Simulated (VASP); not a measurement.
A run of VASP 6.6.1:

The input INCAR:

```
PREC = Accurate ; ENCUT = 600
EDIFF = 1E-7 ; ISMEAR = -1
SIGMA = 0.08 ; LREAL = False
LASPH = True ; NELM = 60
ALGO = Normal ; ISIF = 4
LWAVE = False ; LCHARG = False
GGA = PE ; IBRION = 2
NSW = 50 ; EDIFFG = -0.005
```

The input KPOINTS:

```
regular mesh
0
Gamma
  15 15 8
```

Contents of POSCAR:

```
Au
1.0
    2.3856330888      0.0000000000      0.0000000000
   -1.1928165444      2.0660188590      0.0000000000
    0.0000000000      0.0000000000      4.0160911662
Au
2
Direct
    0.3333333333      0.6666666667      0.2500000000
    0.6666666667      0.3333333333      0.7500000000
```

Potentials or basis: VASP PAW PBE potentials, release 64 (Au).

Run with:

```bash
$ cat potpaw_PBE.64/Au/POTCAR > POTCAR
$ mpirun -np 1 vasp_std > vasp.out
```

Hardware: 1 thread of Intel(R) Xeon(R) Platinum 8488C (Sapphire Rapids), with other jobs on the host.

Problem. Estimate the wall time of this run.

Solution. Wall time 62 s on 1 thread of Intel(R) Xeon(R) Platinum 8488C (Sapphire Rapids), on a shared host, peak memory 0.17 GiB. Counts: scf iterations 33, k points 135, ion steps 4.
